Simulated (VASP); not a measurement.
# LiF (Griceite) (Fm-3m) in VASP: a series of runs

Runs on LiF (Griceite). Level: PBEsol. Tasks: single point, relaxation of cell and atoms.

Everything below comes from runs of VASP 6.6.1. Logs are shortened: lines on timing, memory, paths and dates and some standing lists are left out, and cuts for length are marked.

**1. The cell of the first run**

Symmetry: Fm-3m, No. 225, cubic system. Conventional cell: a = 3.925 Å, b = 3.925 Å, c = 3.925 Å, α = 90.00°, β = 90.00°, γ = 90.00°. F (site symmetry m-3m) has 6 Li at 1.96 Å within 2.6 Å. Within 2.6 Å of Li (site symmetry m-3m) lie 6 F at 1.96 Å.

**2. Single point, PBEsol**

Contents of INCAR:

```
PREC = Accurate
ENCUT = 750
EDIFF = 1E-6
ISMEAR = -1
SIGMA = 0.05
LREAL = False
LASPH = True
NELM = 120
ALGO = Normal
ISIF = 2
LWAVE = False
LCHARG = False
GGA = PS
NBANDS = 12
GGA_COMPAT = False
```

Contents of KPOINTS:

```
Automatic mesh
0
Gamma
  11 11 11
```

Contents of POSCAR:

```
LiF
1.0
    0.0000000000      1.9623761595      1.9623761595
    1.9623761595      0.0000000000      1.9623761595
    1.9623761595      1.9623761595      0.0000000000
F Li
1 1
Direct
    0.5000000000      0.5000000000      0.5000000000
    0.0000000000      0.0000000000      0.0000000000
```

Potentials or basis: VASP PAW PBE potentials, release 64 (F, Li_sv).

Run with:

```
> cat potpaw_PBE.64/F/POTCAR potpaw_PBE.64/Li_sv/POTCAR > POTCAR
> mpirun -np 1 vasp_std > vasp.out
```

OUTCAR:

```text
PREC = Accurate
   ENCUT = 750
   EDIFF = 1E-6
   ISMEAR = -1
   LREAL = False
   LASPH = True
   NELM = 120
   ISIF = 2
   GGA = PS

 ion  position               nearest neighbor table
   1  0.500  0.500  0.500-   2 1.96   2 1.96   2 1.96   2 1.96   2 1.96   2 1.96
   2  0.000  0.000  0.000-   1 1.96   1 1.96   1 1.96   1 1.96   1 1.96   1 1.96

  LATTYP: Found a face centered cubic cell.
 ALAT       =     3.9247523190

  Lattice vectors:

 A1 = (   0.0000000000,   1.9623761595,   1.9623761595)
 A2 = (   1.9623761595,   0.0000000000,   1.9623761595)
 A3 = (   1.9623761595,   1.9623761595,   0.0000000000)

Analysis of symmetry for initial positions (statically):
=====================================================================
 Subroutine PRICEL returns:
 Original cell was already a primitive cell.

 Routine SETGRP: Setting up the symmetry group for a
 face centered cubic supercell.

 Subroutine GETGRP returns: Found 48 space group operations
 (whereof 48 operations were pure point group operations)
 out of a pool of 48 trial point group operations.

The static configuration has the point symmetry O_h .

Analysis of symmetry for dynamics (positions and initial velocities):
=====================================================================
 Subroutine PRICEL returns:
 Original cell was already a primitive cell.

 Routine SETGRP: Setting up the symmetry group for a
 face centered cubic supercell.

 Subroutine GETGRP returns: Found 48 space group operations
 (whereof 48 operations were pure point group operations)
 out of a pool of 48 trial point group operations.

The dynamic configuration has the point symmetry O_h .

 Subroutine INISYM returns: Found 48 space group operations
 (whereof 48 operations are pure point group operations),
 and found     1 'primitive' translations

----------------------------------------------------------------------------------------

                                     Primitive cell

  volume of cell :      15.1139

  direct lattice vectors                    reciprocal lattice vectors
     0.000000000  1.962376159  1.962376159    -0.254793148  0.254793148  0.254793148
     1.962376159  0.000000000  1.962376159     0.254793148 -0.254793148  0.254793148
     1.962376159  1.962376159  0.000000000     0.254793148  0.254793148 -0.254793148

  length of vectors
     2.775218979  2.775218979  2.775218979     0.441314678  0.441314678  0.441314678

  position of ions in fractional coordinates (direct lattice)
     0.500000000  0.500000000  0.500000000
     0.000000000  0.000000000  0.000000000

  ion indices of the primitive-cell ions
   primitive index   ion index
                 1           1
[... 80 lines left out ...]
   ISYM   =      2    0-nonsym 1-usesym 2-fastsym
   POTIM  = 0.5000    time-step for ionic-motion
   TEBEG  =    0.0;   TEEND  =   0.0 temperature during run
   PSTRESS=    0.0 pullay stress
   NELECT =      10.0000    total number of electrons
   NUPDOWN=      -1.0000    fix difference up-down
   EMIN   =  10.00;   EMAX   =-10.00  energy-range for DOS
   EFERMI =   0.00;   METHOD = LEGACY
   ISMEAR =    -1;   SIGMA  =   0.05  broadening in eV -4-tet -1-fermi 0-gaus
   EFERMI_NEDOS =   21; number of points for ismear=-14 and -15
   IALGO  =     38    algorithm
   IMIX   =      4    mixing-type and parameters
     AMIX     =   0.40;   BMIX     =  1.00
     AMIX_MAG =   1.60;   BMIX_MAG =  1.00
  volume/ion in A,a.u.               =       7.56        51.00
  Fermi-wavevector in a.u.,A,eV,Ry     =   1.426535  2.695761 27.687903  2.035003
  Thomas-Fermi vector in A             =   2.546802
   LORBIT       =      0    0 simple, 1 ext, 2 COOP (PROOUT), +10 PAW based schemes
   GGA     = PS    functional components
   LHFCALC =     F    Hartree Fock is set to
   AEXX    =    0.0000 exact exchange contribution
   IVDW    =     0    specifies the selected vdW correction
   LEPSILON=     F    determine dielectric tensor
   LRPA    =     F    only Hartree local field effects (RPA)
 non-spin polarized calculation
  energy-cutoff  :      750.00
  volume of cell :       15.11
 maximum number of plane-waves:       725
 NGX is ok and might be reduce to    28
   NGX = 13   NGY = 13   NGZ = 13

 number of electron      10.0000000 magnetization

 number of electron       9.9999998 magnetization

 Free energy of the ion-electron system (eV)
  ---------------------------------------------------
  ext. energy  EPLUGINS =         0.00000000
  ---------------------------------------------------
  free energy    TOTEN  =        -9.84189104 eV

  energy without entropy =       -9.84189104  energy(sigma->0) =       -9.84189104

 E-fermi :   0.5999     XC(G=0): -10.5987

 val. band max:       -0.6249007848   @ k =   0.0000   0.0000   0.0000
 cond. band min:       9.0006750057   @ k =   0.0000   0.0000   0.0000
 fundamental gap:      9.6255757905
 Fermi energy:         0.5998897592

 k-point     1 :       0.0000    0.0000    0.0000
  band No.  band energies     occupation
      1     -40.6655      2.00000
      2     -20.7113      2.00000
      3      -0.6249      2.00000
      4      -0.6249      2.00000
      5      -0.6249      2.00000
      6       9.0007      0.00000
      7      24.2136      0.00000
      8      24.2136      0.00000
      9      24.2136      0.00000
     10      24.2610      0.00000
     11      24.2610      0.00000
     12      24.2610      0.00000
[... 331 lines left out ...]
 k-point    24 :      -0.1818    0.1818    0.0000
  band No.  band energies     occupation
      1     -40.6068      2.00000
      2     -20.3770      2.00000
      3      -2.2385      2.00000
      4      -1.4454      2.00000
      5      -0.7108      2.00000
      6      10.8539      0.00000
      7      16.8411      0.00000
      8      20.0877      0.00000
      9      20.1970      0.00000
     10      26.8232      0.00000
     11      27.4135      0.00000
     12      30.5536      0.00000

 [... further k-points ...]
[... 5 lines left out ...]
  --------------------------------------------------------------------------------------
  -------------------------------------------------------------------------------------
  Total        0.4561533      0.4561533      0.4561533      0.0000000      0.0000000      0.0000000
  in kB       48.3553578     48.3553578     48.3553578      0.0000000      0.0000000      0.0000000
  external PRESSURE =      48.3553578 kB  Pullay stress =       0.0000000 kB

 VOLUME and BASIS-vectors are now :
 -----------------------------------------------------------------------------
  energy-cutoff  :      750.00
  volume of cell :       15.11
      direct lattice vectors                 reciprocal lattice vectors
     0.000000000  1.962376159  1.962376159    -0.254793148  0.254793148  0.254793148
     1.962376159  0.000000000  1.962376159     0.254793148 -0.254793148  0.254793148
     1.962376159  1.962376159  0.000000000     0.254793148  0.254793148 -0.254793148

 POSITION                                       TOTAL-FORCE (eV/Angst)
 -----------------------------------------------------------------------------------
      1.96238      1.96238      1.96238         0.000000     -0.000000     -0.000000
      0.00000      0.00000      0.00000        -0.000000      0.000000      0.000000
 -----------------------------------------------------------------------------------
    total drift:                                0.000000      0.000000      0.000000

  FREE ENERGIE OF THE ION-ELECTRON SYSTEM (eV)
  ---------------------------------------------------
  free  energy   TOTEN  =        -9.8418910442 eV

  energy  without entropy=       -9.8418910442  energy(sigma->0) =       -9.84189104
```

OSZICAR:

```text
N       E                     dE             d eps       ncg     rms          rms(c)
DAV:   1     0.449491496149E+02    0.44949E+02   -0.67097E+03  1360   0.111E+03
DAV:   2    -0.872059827374E+01   -0.53670E+02   -0.52452E+02  1592   0.228E+02
DAV:   3    -0.102492999899E+02   -0.15287E+01   -0.15231E+01  1760   0.339E+01
DAV:   4    -0.102655919417E+02   -0.16292E-01   -0.16291E-01  1548   0.374E+00
DAV:   5    -0.102657797861E+02   -0.18784E-03   -0.18784E-03  1656   0.296E-01    0.405E+00
DAV:   6    -0.984265332294E+01    0.42313E+00   -0.18870E+00  1524   0.872E+00    0.136E+00
DAV:   7    -0.984002206871E+01    0.26313E-02   -0.17237E-02  1740   0.121E+00    0.834E-01
DAV:   8    -0.984183797957E+01   -0.18159E-02   -0.11334E-02  1656   0.122E+00    0.105E-01
DAV:   9    -0.984184643493E+01   -0.84554E-05   -0.10159E-03  1560   0.299E-01    0.433E-02
DAV:  10    -0.984189139711E+01   -0.44962E-04   -0.89754E-05  1552   0.764E-02    0.113E-02
DAV:  11    -0.984189104425E+01    0.35287E-06   -0.42869E-06  1692   0.214E-02
   1 F= -.98418910E+01 E0= -.98418910E+01  d E =-.237992E-11
```

stdout:

```text
POSCAR found type information on POSCAR F Li
 POSCAR found :  2 types and       2 ions
 scaLAPACK will be used
 -----------------------------------------------------------------------------
|                                                                             |
|                                                                             |
|     You enforced a specific xc type in the INCAR file but a different       |
|     I HOPE YOU KNOW WHAT YOU ARE DOING!                                     |
|                                                                             |
 -----------------------------------------------------------------------------

 LDA part: xc-table for (Slater+PW92), standard interpolation
 POSCAR, INCAR and KPOINTS ok, starting setup
 FFT: planning ... GRIDC
 FFT: planning ... GRID_SOFT
 FFT: planning ... GRID
 WAVECAR not read
 entering main loop
```

It took 21 s on 1 thread of Intel Xeon Platinum 8488C (Sapphire Rapids), shared host; peak memory 0.15 GiB.

Results:

```yaml
Free_energy: -9.8419 eV
Pressure: 4.8 GPa
Band_gap_on_the_k_mesh: 9.63 eV, direct
```

Caveat: the PAW data sets were made with another functional, which shifts forces and pressure a little.

**3. Relaxation of cell and atoms, PBEsol**

This run uses another cell than the first one, of 8.17 Å³/atom, 1.081 times its volume.

Contents of INCAR:

```
PREC     = Accurate       # precision mode
ENCUT    = 750            # plane-wave cutoff, eV
EDIFF    = 1E-7           # SCF threshold, eV
ISMEAR   = -1             # smearing method
SIGMA    = 0.05           # smearing width, eV
LREAL    = False          # projectors in reciprocal space
LASPH    = True           # aspherical terms in the spheres
NELM     = 120            # most SCF steps
ALGO     = Normal         # electronic algorithm
ISIF     = 3              # what is computed and relaxed
LWAVE    = False          # write WAVECAR
LCHARG   = False          # write CHGCAR
GGA      = PS             # functional
IBRION   = 2              # ionic algorithm
NSW      = 80             # ionic steps
EDIFFG   = -0.02          # ionic threshold
GGA_COMPAT= False        
NELMIN   = 4
```

Contents of KPOINTS:

```
regular mesh
0
Gamma
  11 11 11
```

Contents of POSCAR:

```
LiF
1.0
    0.0000000000      2.0140000000      2.0140000000
    2.0140000000      0.0000000000      2.0140000000
    2.0140000000      2.0140000000      0.0000000000
F Li
1 1
Direct
    0.5000000000      0.5000000000      0.5000000000
    0.0000000000      0.0000000000      0.0000000000
```

Potentials or basis: VASP PAW PBE potentials, release 64 (F, Li_sv).

Run with:

```
> cat potpaw_PBE.64/F/POTCAR potpaw_PBE.64/Li_sv/POTCAR > POTCAR
> mpirun -np 1 vasp_std > vasp.out
```

It took 41 s on 1 thread of Intel Xeon Platinum 8488C (Sapphire Rapids), shared host; peak memory 0.15 GiB.

It converged, with:

* Free energy: -9.8585 eV
* Relaxed volume: 8.01 Å³/atom
* Relaxed cell: a = 2.829 Å, b = 2.829 Å, c = 2.829 Å, α = 60.00°, β = 60.00°, γ = 60.00°
* Space group after relaxing (to 0.05 Å): Fm-3m (No. 225)
* Energy gained by relaxing: 0.8 meV/atom
* Ionic steps: 3
* Pressure after relaxing: 0.0 GPa
* Band gap on the k mesh: 9.08 eV, direct

The path:
| step | energy change (eV) | largest force (eV/Å) | pressure (GPa) | volume (Å³) |
| --- | --- | --- | --- | --- |
| 1 | 0.0000 | 0.0000 | -1.49 | 16.34 |
| 2 | -0.0012 | 0.0000 | -0.69 | 16.16 |
| 3 | -0.0015 | 0.0000 | -0.02 | 16.02 |

Final structure:
```
CELL_PARAMETERS angstrom
0.00000 2.00064 2.00064
2.00064 0.00000 2.00064
2.00064 2.00064 0.00000
ATOMIC_POSITIONS crystal
F 0.50000 0.50000 0.50000
Li 0.00000 0.00000 0.00000
```

Levels at points of the mesh, in eV from the valence-band top:
```csv
k point,band 3,band 4,band 5,band 6,band 7,band 8
"(0.00, 0.00, 0.00)",0.00,0.00,0.00,9.08,24.09,24.09
```

Caveat: the PAW data sets were made with another functional, which shifts forces and pressure a little. Expect the measured gap to be larger: semilocal functionals such as PBEsol lack the derivative discontinuity.

(Part 1 of 2 ends here.)
